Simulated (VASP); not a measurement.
Wanted: the native input for a VASP 6.6.1 run.

* Task: single point
* Functional: r2SCAN
* Potentials or basis: VASP PAW PBE potentials, release 64 (Si, C)
* Cutoff: 520 eV
* k mesh: 12 × 12 × 6
* Occupations: gaussian, width 0.05 eV
* Spin: no spin polarisation
* Dipole correction: no
* Further INCAR settings: ALGO = Normal; EDIFF = 1e-06; NBANDS = 16

SiC:

```
Si C
1.0
     3.19820    0.00000    0.00000
    -1.59910    2.76972    0.00000
     0.00000    0.00000    5.25009
Si C
2 2
Direct
  0.33333 0.66667 0.00460
  0.66667 0.33333 0.50460
  0.33333 0.66667 0.38040
  0.66667 0.33333 0.88040
```

This cell differs from its parent crystal: strain +0.040 along x and y, +0.040 along z.

One way to write it, as run:

POSCAR

```
SiC
1.0
    3.1982028079      0.0000000000      0.0000000000
   -1.5991014040      2.7697248781      0.0000000000
    0.0000000000      0.0000000000      5.2500935267
Si C
2 2
Direct
    0.3333333333      0.6666666667      0.0046028828
    0.6666666667      0.3333333333      0.5046028828
    0.3333333333      0.6666666667      0.3803971172
    0.6666666667      0.3333333333      0.8803971172
```

INCAR.step1

```
SYSTEM = SiC
ALGO     = Normal         ! electronic algorithm
EDIFF    = 1E-4           ! SCF threshold, eV
ENCUT    = 520            ! plane-wave cutoff, eV
GGA      = PE             ! functional
ISMEAR   = 0              ! smearing method
LASPH    = .TRUE.         ! aspherical terms in the spheres
LCHARG   = .FALSE.        ! write CHGCAR
LREAL    = .FALSE.        ! projectors in reciprocal space
LWAVE    = .TRUE.         ! write WAVECAR
NBANDS   = 16             ! bands
NELM     = 100            ! most SCF steps
PREC     = Accurate       ! precision mode
SIGMA    = 0.05           ! smearing width, eV
```

INCAR.step2

```
SYSTEM = SiC
ALGO     = Normal         ! electronic algorithm
EDIFF    = 1E-6           ! SCF threshold, eV
ENCUT    = 520            ! plane-wave cutoff, eV
ISIF     = 2              ! what is computed and relaxed
ISMEAR   = 0              ! smearing method
ISTART   = 1            
LASPH    = .TRUE.         ! aspherical terms in the spheres
LCHARG   = .TRUE.         ! write CHGCAR
LELF     = .TRUE.         ! ELF
LMIXTAU  = .TRUE.       
LREAL    = .FALSE.        ! projectors in reciprocal space
LVHAR    = .TRUE.       
LWAVE    = .FALSE.        ! write WAVECAR
METAGGA  = R2SCAN         ! meta-GGA
NBANDS   = 16             ! bands
NELM     = 100            ! most SCF steps
PREC     = Accurate       ! precision mode
SIGMA    = 0.05           ! smearing width, eV
```

KPOINTS

```
k-points
0
G
  12 12 6
  0 0 0
```

Potentials or basis: VASP PAW PBE potentials, release 64 (Si, C).

Command:

```sh
$ cat potpaw_PBE.64/Si/POTCAR potpaw_PBE.64/C/POTCAR > POTCAR
$ cp INCAR.step1 INCAR
$ mpirun -np 1 vasp_std > vasp.out
$ cp INCAR.step2 INCAR
$ mpirun -np 1 vasp_std > vasp.out
```

Results of the run:

The pressure is -21.3 GPa and the largest force is 0.020 eV/Å. The band gap on the k mesh is 2.82 eV (least direct gap 4.20 eV).

Caveat: the cell differs from its parent crystal (strain +0.040 along x and y, +0.040 along z); the cell stands under tension; the PAW data sets were made with another functional, which shifts forces and pressure a little.

Run time: 3.2 min on 1 thread of Intel Xeon 8259CL, with other jobs on the host, peak memory 0.2 GiB.
